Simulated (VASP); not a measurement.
Wanted: the native input for a VASP 6.6.1 run.

| Quantity | Value |
| --- | --- |
| Task | single point |
| Functional | r2SCAN |
| Potentials or basis | VASP PAW PBE potentials, release 64 (As, Ga_d, Sb) |
| Cutoff | 520 eV |
| k mesh | 6 × 6 × 6 |
| Occupations | fermi-dirac, width 0.02 eV |
| Spin | no spin polarisation |
| Dipole correction | no |
| Further INCAR settings | ALGO = Normal; EDIFF = 1e-06; NBANDS = 46 |

The system is Ga4Sb3As.

```
As Ga Sb
1.0
    -3.00935    3.00935    6.00953
     3.00935   -3.00935    6.00953
     3.00935    3.00935   -6.00953
As Ga Sb
1 4 3
Cartesian
  0.0000 0.0000 0.0000
  1.5814 1.5814 4.5598
  -1.5814 1.5814 7.4593
  1.4280 1.4280 -1.4498
  1.5814 -1.5814 7.4593
  3.0094 0.0000 3.0048
  0.0000 0.0000 6.0095
  0.0000 3.0094 3.0048
```

One way to write it, as run:

POSCAR

```
Ga4Sb3As
1.0
   -3.0093537611      3.0093537611      6.0095316399
    3.0093537611     -3.0093537611      6.0095316399
    3.0093537611      3.0093537611     -6.0095316399
As Ga Sb
1 4 3
Direct
    0.0000000000      0.0000000000      0.0000000000
    0.6421180610      0.6421180610      0.5254818845
    0.8833638235      0.3578819390      0.0000000000
    0.1166361765      0.1166361765      0.4745181155
    0.3578819390      0.8833638235      0.0000000000
    0.2500000000      0.7500000000      0.5000000000
    0.5000000000      0.5000000000      0.0000000000
    0.7500000000      0.2500000000      0.5000000000
```

INCAR.step1

```
  PREC = Accurate
  ENCUT = 520
  ISMEAR = -1
  SIGMA = 0.02
  LREAL = F
  LASPH = T
  NELM = 60
  NBANDS = 46
  GGA = PE
  ALGO = Normal
  EDIFF = 1E-4
  LWAVE = T
  LCHARG = F
```

INCAR.step2

```
  PREC = Accurate
  ENCUT = 520
  EDIFF = 1E-6
  ISMEAR = -1
  SIGMA = 0.02
  LREAL = F
  LASPH = T
  NELM = 60
  ALGO = Normal
  ISIF = 2
  LWAVE = F
  LCHARG = F
  METAGGA = R2SCAN
  LMIXTAU = T
  NBANDS = 46
  ISTART = 1
```

KPOINTS

```
regular mesh
0
Gamma
  6 6 6
```

Potentials or basis: VASP PAW PBE potentials, release 64 (As, Ga_d, Sb).

Command:

```sh
$ cat potpaw_PBE.64/As/POTCAR potpaw_PBE.64/Ga_d/POTCAR potpaw_PBE.64/Sb/POTCAR > POTCAR
$ cp INCAR.step1 INCAR
$ mpirun -np 1 vasp_std > vasp.out
$ cp INCAR.step2 INCAR
$ mpirun -np 1 vasp_std > vasp.out
```

It gave:

| Quantity | Value |
| --- | --- |
| Pressure | 0.1 GPa |
| Largest force | 0.005 eV/Å |
| Band gap on the k mesh | 0.42 eV, direct |

Caveat: the PAW data sets were made with another functional, which shifts forces and pressure a little; spin-orbit coupling is left out, which moves the levels of the heavy elements.

It took 13 min on 1 thread of Intel(R) Xeon(R) 6975P-C (Granite Rapids), on a shared host, peak memory 0.63 GiB.
